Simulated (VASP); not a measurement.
A run of VASP 6.6.1:

File INCAR:

```
ALGO = Normal ; EDIFF = 1E-6
ENCUT = 520 ; GGA = PE
ISIF = 2 ; ISMEAR = 0
LASPH = T ; LCHARG = F
LREAL = F ; LWAVE = F
NBANDS = 36 ; NELM = 100
PREC = Accurate ; SIGMA = 0.1
```

Contents of KPOINTS:

```
k-points
0
Gamma
  8 8 6
```

Contents of POSCAR:

```
ZnInCl4
1.0
    4.6107183665      0.0000000000      0.0000000000
    0.0000000000      4.6107183665      0.0000000000
    0.0000000000      0.0000000000      6.6769197616
Zn In Cl
1 1 4
Direct
    0.5000000000      0.5000000000      0.5000000000
    0.0000000000      0.0000000000      0.0000000000
    0.5000000000      0.0000000000      0.2668537324
    0.0000000000      0.5000000000      0.7331462676
    0.5000000000      0.0000000000      0.7331462676
    0.0000000000      0.5000000000      0.2668537324
```

Potentials or basis: VASP PAW PBE potentials, release 64 (Zn, In_d, Cl).

Launch:

```console
$ cat potpaw_PBE.64/Zn/POTCAR potpaw_PBE.64/In_d/POTCAR potpaw_PBE.64/Cl/POTCAR > POTCAR
$ mpirun -np 1 vasp_std > vasp.out
```

Hardware: 1 thread of Oxide Virtual Turin-like Processor (shared host).

Q: How long does it take, and how much memory?

A: Wall time 9 min on 1 thread of Oxide Virtual Turin-like Processor, with other jobs on the host, peak memory 0.39 GiB. Counts: scf iterations 14, k points 60.
